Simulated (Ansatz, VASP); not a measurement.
# Two plane-wave programs on AlRu

Contents of POSCAR:

```
AlRu
1.0
    2.9916000000      0.0000000000      0.0000000000
    0.0000000000      2.9916000000      0.0000000000
    0.0000000000      0.0000000000      2.9916000000
Ru Al
1 1
Direct
    0.5000000000      0.5000000000      0.5000000000
    0.0000000000      0.0000000000      0.0000000000
```

File INCAR.step1:

```
SYSTEM = AlRu
PREC = Accurate ; ENCUT = 520
ISMEAR = 0 ; SIGMA = 0.01
LREAL = .FALSE. ; LASPH = .TRUE.
NELM = 150 ; MAGMOM = 0 0 0 0 0 0
LSORBIT = .TRUE. ; GGA_COMPAT = .FALSE.
LMAXMIX = 4 ; NBANDS = 29
GGA = PE ; ALGO = Normal
EDIFF = 1E-4 ; LWAVE = .TRUE.
LCHARG = .FALSE.
```

The input INCAR.step2:

```
SYSTEM = AlRu
PREC = Accurate ; ENCUT = 520
EDIFF = 1E-6 ; ISMEAR = 0
SIGMA = 0.01 ; LREAL = .FALSE.
LASPH = .TRUE. ; NELM = 150
ALGO = Normal ; ISIF = 2
LWAVE = .FALSE. ; LCHARG = .FALSE.
MAGMOM = 0 0 0 0 0 0 ; LORBIT = 11
LSORBIT = .TRUE. ; GGA_COMPAT = .FALSE.
LORBMOM = .TRUE. ; LMAXMIX = 4
METAGGA = R2SCAN ; LMIXTAU = .TRUE.
IVDW = 13 ; VDW_S6 = 1.0
VDW_S8 = 0.6018749 ; VDW_A1 = 0.51559235
VDW_A2 = 5.77342911 ; NBANDS = 29
ISTART = 1
```

Contents of KPOINTS:

```
Automatic mesh
0
G
  7 7 7
  0 0 0
```

The input input.yaml:

```yaml
crystal:
  lattice:
    - [2.9916, 0.0, 0.0]
    - [0.0, 2.9916, 0.0]
    - [0.0, 0.0, 2.9916]
  atoms:
    - { symbol: Ru, position: [0.5, 0.5, 0.5] }
    - { symbol: Al, position: [0.0, 0.0, 0.0] }
hamiltonian:
  xc: r2scan
  pseudopotentials: { kind: paw_fr }
  dispersion: d4
magnetization:
  noncollinear: true
  spin_orbit: true
kpoints:
  mp_grid: { grid: [7, 7, 7] }
scf:
  occupations: { method: gaussian, width: 0.01 }
output:
  forces: true
  stress: true
  eigenvalues: true
  write_density: true
  write_potential: true
  elf: true
  volumetric_format: npy
```

Alike in both runs: task single point; functional r2SCAN; dispersion D4; k mesh 7 × 7 × 7; occupations gaussian, width 0.01 eV; non-collinear spin, spin-orbit coupling.

```csv
,VASP,Ansatz
version,VASP 6.6.1,Ansatz 0.2.0
potentials or method,"VASP PAW PBE potentials, release 64 (Ru_pv, Al)",Ansatz PAW
plane-wave cutoff (eV),520,500
valence electrons in the cell,17,19
```

```tsv
	VASP	Ansatz	Ansatz less VASP
pressure (GPa)	-3.6	-3.7	-0.13
net moment per atom (μB)	0.00	0.00	0.000
```

VASP's potentials were made for PBE, not for r2SCAN. VASP's potentials hold 17 valence electrons a cell and Ansatz's 19, so a difference there can come from the potentials and not from the codes.
